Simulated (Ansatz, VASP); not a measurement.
# One calculation of MgO, two programs

```xyz
2
Lattice="2.6233 0.0000 0.0000 0.0000 2.6233 0.0000 0.0000 0.0000 2.6233" Properties=species:S:1:pos:R:3 pbc="T T T"
Mg    0.0000    0.0000    0.0000
O     1.3117    1.3117    1.3117
```

Alike in both runs: task single point; functional LDA; k mesh 10 × 10 × 10; no spin polarisation.

```csv
,VASP,Ansatz
version,VASP 6.6.1,Ansatz 0.2.0
potentials or method,"VASP PAW LDA potentials, release 64 (Mg, O)","plane waves, PAW"
plane-wave cutoff (eV),520,420
occupations,"gaussian, width 0.01 eV",fixed
valence electrons in the cell,8,16
```

VASP gave:

* gap on the k mesh at the Fermi level (eV): 2.57
* pressure (GPa): -6.8

Question: What did Ansatz give for the same quantities?

Answer: gap on the k mesh at the Fermi level (eV): 2.57; pressure (GPa): -4.4.

LDA's correlation is that of Perdew and Zunger in VASP and of Perdew and Wang (1992) in Ansatz. VASP's potentials hold 8 valence electrons a cell and Ansatz's 16, so a difference there can come from the potentials and not from the codes.
